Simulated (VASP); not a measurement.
Set up this calculation in VASP 6.6.1, as the native input.

- Task: single point
- Functional: PBE
- Potentials or basis: VASP PAW PBE potentials, release 64 (Hg, Te)
- Cutoff: 520 eV
- k mesh: 10 × 10 × 10
- Occupations: gaussian, width 0.05 eV
- Spin: no spin polarisation
- Dipole correction: no
- Further INCAR settings: ALGO = Normal; EDIFF = 1e-06; NBANDS = 16

The structure of HgTe lies in POSCAR:

```
HgTe
1.0
    0.0000000000      3.3242171039      3.3242171039
    3.3242171039      0.0000000000      3.3242171039
    3.3242171039      3.3242171039      0.0000000000
Hg Te
1 1
Direct
    0.0000000000      0.0000000000      0.0000000000
    0.2500000000      0.2500000000      0.2500000000
```

These files were run (other wordings do the same):

INCAR

```
SYSTEM = HgTe
ALGO = Normal
EDIFF = 1E-6
ENCUT = 520
GGA = PE
ISIF = 2
ISMEAR = 0
LASPH = .TRUE.
LCHARG = .FALSE.
LREAL = .FALSE.
LWAVE = .FALSE.
NBANDS = 16
NELM = 80
PREC = Accurate
SIGMA = 0.05
```

KPOINTS

```
k-points
0
G
  10 10 10
  0 0 0
```

Potentials or basis: VASP PAW PBE potentials, release 64 (Hg, Te).

Command:

```console
$ cat potpaw_PBE.64/Hg/POTCAR potpaw_PBE.64/Te/POTCAR > POTCAR
$ mpirun -np 1 vasp_std > vasp.out
```

Results of the run:

* Pressure: 0.1 GPa
* Band gap on the k mesh: zero (filled and empty bands touch)

Caveat: semilocal functionals underestimate gaps, and a narrow one can read as zero; spin-orbit coupling is left out, which moves the levels of the heavy elements.

Run time: 84 s on 1 thread of Intel Xeon 8259CL, with other jobs on the host, peak memory 0.24 GiB.
